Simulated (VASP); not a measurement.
Set up this calculation in VASP 6.6.1, as the native input.

| Property | Result |
| --- | --- |
| Task | single point |
| Functional | PBEsol |
| Potentials or basis | VASP PAW PBE potentials, release 64 (Fe, Pt) |
| Cutoff | 520 eV |
| k mesh | 18 × 18 × 14 |
| Occupations | gaussian, width 0.15 eV |
| Spin | collinear spin, ferromagnetic start |
| Starting moments | [3.25, 0.45] μB |
| Dipole correction | no |
| Further INCAR settings | ALGO = Normal; EDIFF = 1e-06; NBANDS = 20 |

The structure of FePt lies in POSCAR:

```
FePt
1.0
    2.5039216807      0.0000000000      0.0000000000
    0.0000000000      2.5039216807      0.0000000000
    0.0000000000      0.0000000000      3.9960000000
Fe Pt
1 1
Direct
    0.5000000000      0.5000000000      0.5000000000
    0.0000000000      0.0000000000      0.0000000000
```

This cell differs from its parent crystal: strain -0.080 along x and y, +0.080 along z.

These files were run (other wordings do the same):

INCAR

```
SYSTEM = FePt
ALGO = Normal
EDIFF = 1E-6
ENCUT = 520
GGA = PS
ISIF = 2
ISMEAR = 0
ISPIN = 2
LASPH = .True.
LCHARG = .False.
LMAXMIX = 4
LORBIT = 11
LREAL = .False.
LWAVE = .False.
MAGMOM = 3.25 0.45
NBANDS = 20
NELM = 150
PREC = Accurate
SIGMA = 0.15
```

KPOINTS

```
k-points
0
Gamma
  18 18 14
  0 0 0
```

Potentials or basis: VASP PAW PBE potentials, release 64 (Fe, Pt).

Run with:

```sh
$ cat potpaw_PBE.64/Fe/POTCAR potpaw_PBE.64/Pt/POTCAR > POTCAR
$ mpirun -np 1 vasp_std > vasp.out
```

It gave:

- Pressure: 22.9 GPa
- Net moment: 2.90 μB per cell
- Site moments: Fe +2.65; Pt +0.20 μB
- Valence electrons inside the program's atomic spheres: Fe 7.18; Pt 9.75

Caveat: the cell differs from its parent crystal (strain -0.080 along x and y, +0.080 along z); the cell stands under pressure; the PAW data sets were made with another functional, which shifts forces and pressure a little.

Run time: 10 min on 1 thread of Intel Xeon 8259CL, with other jobs on the host, peak memory 0.44 GiB.
